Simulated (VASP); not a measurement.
Input of a VASP 6.6.1 run:

INCAR

```
ALGO     = Normal         # electronic algorithm
EDIFF    = 1E-6           # SCF threshold, eV
EDIFFG   = -0.05          # ionic threshold
ENCUT    = 600            # plane-wave cutoff, eV
GGA      = PE             # functional
IBRION   = 2              # ionic algorithm
ISIF     = 3              # what is computed and relaxed
ISMEAR   = 0              # smearing method
LASPH    = True           # aspherical terms in the spheres
LCHARG   = False          # write CHGCAR
LREAL    = False          # projectors in reciprocal space
LWAVE    = False          # write WAVECAR
NELM     = 80             # most SCF steps
NSW      = 80             # ionic steps
PREC     = Accurate       # precision mode
PSTRESS  = 507.0        
SIGMA    = 0.1            # smearing width, eV
```

The input KPOINTS:

```
k-points
0
Gamma
  6 6 6
```

POSCAR

```
FeSi
1.0
    4.2173676852      0.0000000000      0.0000000000
    0.0000000000      4.2173676852      0.0000000000
    0.0000000000      0.0000000000      4.2173676852
Fe Si
4 4
Direct
    0.1414400714      0.1414400714      0.1414400714
    0.3585599286      0.8585599286      0.6414400714
    0.6414400714      0.3585599286      0.8585599286
    0.8585599286      0.6414400714      0.3585599286
    0.8431542001      0.8431542001      0.8431542001
    0.6568457999      0.1568457999      0.3431542001
    0.3431542001      0.6568457999      0.1568457999
    0.1568457999      0.3431542001      0.6568457999
```

Potentials or basis: VASP PAW PBE potentials, release 64 (Fe, Si).

Run with:

```sh
$ cat potpaw_PBE.64/Fe/POTCAR potpaw_PBE.64/Si/POTCAR > POTCAR
$ mpirun -np 1 vasp_std > vasp.out
```

Predict the band gap on the k mesh.

0.16 eV (least direct gap 0.18 eV).

Forces in eV/Å, atoms in the order of the input:
```
Fe   0.026  0.026  0.026
Fe  -0.026 -0.026  0.026
Fe   0.026 -0.026 -0.026
Fe  -0.026  0.026 -0.026
Si   0.006  0.006  0.006
Si  -0.006 -0.006  0.006
Si   0.006 -0.006 -0.006
Si  -0.006  0.006 -0.006
```

Caveat: the relaxation stopped at its first step, so nothing moved; the cell is relaxed towards a set pressure, so the run minimises the enthalpy, not the energy; the relaxation stopped at a loose force limit of 0.05 eV/Å, so its end isn't a converged minimum. A k mesh can miss the band edges.
